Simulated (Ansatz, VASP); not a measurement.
## La4ZrO: VASP beside Ansatz

```xyz
6
Lattice="0.0000 4.4841 4.4841 4.4841 0.0000 4.4841 4.4841 4.4841 0.0000" Properties=species:S:1:pos:R:3 pbc="T T T"
La    3.3661    3.3661    5.6021
La    3.3661    5.6021    3.3661
La    5.6021    3.3661    3.3661
La    5.6021    5.6021    5.6021
Zr    2.2420    2.2420    2.2420
O     0.0000    0.0000    0.0000
```

Change from the starting cell: species swapped into the YbCdCu4 type (F-43m, No. 216).

Alike in both runs: task single point; functional PBE; k mesh 4 × 4 × 4; occupations gaussian, width 0.1 eV; collinear spin.

```csv
,VASP,Ansatz
version,VASP 6.6.1,Ansatz 0.2.0
potentials or method,"VASP PAW PBE potentials, release 64 (La, Zr_sv, O), cutoff 520 eV","scalar-relativistic, plane waves, PAW"
valence electrons in the cell,62,62
```

VASP gave:

| Item | Value |
| --- | --- |
| gap on the k mesh at the Fermi level (eV) | none |
| pressure (GPa) | 0.2 |
| rms of the force components (eV/Å) | 0.021 |
| net moment per atom (μB) | 0.15 |
| size of the moment on the site where the two differ most (μB) | 0.38 |

Task: What did Ansatz give for the same quantities?

Result: gap on the k mesh at the Fermi level (eV): none; pressure (GPa): 0.2; rms of the force components (eV/Å): 0.015; net moment per atom (μB): 0.14; size of the moment on the site where the two differ most (μB): 0.50.

Site moments also hang on the region over which each program counts them. Atom by atom the forces differ by 0.006 eV/Å (rms over components). A gap of «none» marks a metal or a gap that the smearing closes. The functional is the same, so the differences come from potentials, cutoffs and numerics.

Spin-orbit coupling is off throughout.
